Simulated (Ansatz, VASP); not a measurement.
## Two plane-wave programs on Pd

```
Pd
1.0
     2.82035    0.00000    0.00000
    -1.41017    2.44249    0.00000
     0.00000    0.00000    9.29549
Pd
4
Cartesian
  0.0000 0.0000 9.2955
  -1.4102 2.4425 4.6477
  0.0000 1.6283 2.3239
  1.4102 0.8142 6.9716
```

Alike in both runs: task single point; functional PBE; k mesh 17 × 17 × 5; occupations fermi-dirac, width 0.1 eV; no spin polarisation.

|  | VASP | Ansatz |
| --- | --- | --- |
| version | VASP 6.6.1 | Ansatz 0.2.0 |
| potentials or method | VASP PAW PBE potentials, release 64 (Pd), cutoff 520 eV | plane waves (420 eV) with PAW, scalar-relativistic |
| valence electrons in the cell | 40 | 72 |

|  | VASP | Ansatz | Ansatz less VASP |
| --- | --- | --- | --- |
| pressure (GPa) | -6.1 | -5.9 | +0.23 |
| traceless stress, the component that is largest in VASP (GPa) | -0.21 | -0.20 | +0.006 |

VASP's potentials hold 40 valence electrons a cell and Ansatz's 72, so a difference there can come from the potentials and not from the codes.
